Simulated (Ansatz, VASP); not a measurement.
## WSe2 in VASP and in Ansatz

```
Se W
1.0
     3.28549    0.00000    0.00000
    -1.64275    2.84532    0.00000
     0.00000    0.00000   24.23865
Se W
4 2
Direct
  0.33333 0.66667 0.18565
  0.33333 0.66667 0.32466
  0.83333 0.00000 0.46947
  0.83333 0.00000 0.60848
  0.66667 0.33333 0.25516
  0.50000 0.33333 0.53897
```

Alike in both runs: task single point; functional PBE; dispersion D3(BJ); k mesh 9 × 9 × 1; occupations gaussian, width 0.05 eV; no spin polarisation.

|  | VASP | Ansatz |
| --- | --- | --- |
| version | VASP 6.6.1 | Ansatz 0.2.0 |
| potentials or method | VASP PAW PBE potentials, release 64 (Se, W_sv), cutoff 520 eV | scalar-relativistic, plane waves, PAW |
| valence electrons in the cell | 52 | 92 |

```tsv
	VASP	Ansatz	Ansatz less VASP
gap on the k mesh at the Fermi level (eV)	1.55	1.54	-0.001
least direct gap on the mesh (eV)	1.66	1.66	+0.004
rms of the force components (eV/Å)	0.037	0.021	-0.0157
```

VASP's potentials hold 52 valence electrons a cell and Ansatz's 92, so a difference there can come from the potentials and not from the codes.

Neither program's run includes spin-orbit coupling.
